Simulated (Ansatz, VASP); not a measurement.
## Two plane-wave programs on Be3Cd2O3

File INCAR:

```
SYSTEM = Be3Cd2O3
ALGO     = Normal         ! electronic algorithm
EDIFF    = 1E-6           ! SCF threshold, eV
ENCUT    = 600            ! plane-wave cutoff, eV
GGA      = PE             ! functional
GGA_COMPAT= .False.      
ISIF     = 2              ! what is computed and relaxed
ISMEAR   = 0              ! smearing method
LASPH    = .True.         ! aspherical terms in the spheres
LCHARG   = .False.        ! write CHGCAR
LREAL    = .False.        ! projectors in reciprocal space
LWAVE    = .False.        ! write WAVECAR
NBANDS   = 34             ! bands
NELM     = 120            ! most SCF steps
PREC     = Accurate       ! precision mode
SIGMA    = 0.1            ! smearing width, eV
```

Contents of KPOINTS:

```
k-points
0
Gamma
  6 6 1
  0 0 0
```

POSCAR

```
Be3Cd2O3
1.0
    2.7684736518      0.0000000000      0.0000000000
   -1.3842368259      2.3975685121      0.0000000000
    0.0000000000      0.0000000000     15.6634886656
Be Cd O
3 2 3
Direct
    0.0000000000      0.0000000000      0.3426055113
    0.3333333333      0.6666666667      0.1877712559
    0.0000000000      0.0000000000      0.0280503889
    0.0000000000      0.0000000000      0.5972945293
    0.6666666667      0.3333333333      0.7825576843
    0.0000000000      0.0000000000      0.1872589419
    0.3333333333      0.6666666667      0.0258473355
    0.3333333333      0.6666666667      0.3455143529
```

Input for Ansatz:

```yaml
crystal:
  lattice:
    - [2.7684736518, 0.0, 0.0]
    - [-1.3842368259, 2.3975685121, 0.0]
    - [0.0, 0.0, 15.6634886656]
  atoms:
    - { symbol: Be, position: [0.0, 0.0, 0.3426055113] }
    - { symbol: Be, position: [0.3333333333, 0.6666666667, 0.1877712559] }
    - { symbol: Be, position: [0.0, 0.0, 0.0280503889] }
    - { symbol: Cd, position: [0.0, 0.0, 0.5972945293] }
    - { symbol: Cd, position: [0.6666666667, 0.3333333333, 0.7825576843] }
    - { symbol: O, position: [0.0, 0.0, 0.1872589419] }
    - { symbol: O, position: [0.3333333333, 0.6666666667, 0.0258473355] }
    - { symbol: O, position: [0.3333333333, 0.6666666667, 0.3455143529] }
basis:
  ecutwfc: 420
kpoints:
  mp_grid: { grid: [6, 6, 1] }
hamiltonian:
  xc: pbe
scf:
  occupations: { method: gaussian, width: 0.1 }
  lower_state_search: "off"
output:
  forces: true
  stress: true
  eigenvalues: true
```

Alike in both runs: task single point; functional PBE; k mesh 6 × 6 × 1; occupations gaussian, width 0.1 eV; no spin polarisation.

```csv
,VASP,Ansatz
version,VASP 6.6.1,Ansatz 0.2.0
potentials or method,"VASP PAW PBE potentials, release 64 (Be, Cd, O), cutoff 600 eV","scalar-relativistic, plane waves, PAW"
valence electrons in the cell,48,64
```

```csv
,VASP,Ansatz,Ansatz less VASP
gap on the k mesh at the Fermi level (eV),none,none,-
pressure (GPa),0.2,0.1,-0.14
"traceless stress, the component that is largest in VASP (GPa)",1.15,1.50,+0.344
rms of the force components (eV/Å),0.069,0.065,-0.0033
```

Atom by atom the forces differ by 0.004 eV/Å (rms over components). A gap of «none» marks a metal or a gap that the smearing closes. VASP's potentials hold 48 valence electrons a cell and Ansatz's 64, so a difference there can come from the potentials and not from the codes.

The k mesh is coarse, so the values compare programs but aren't converged.
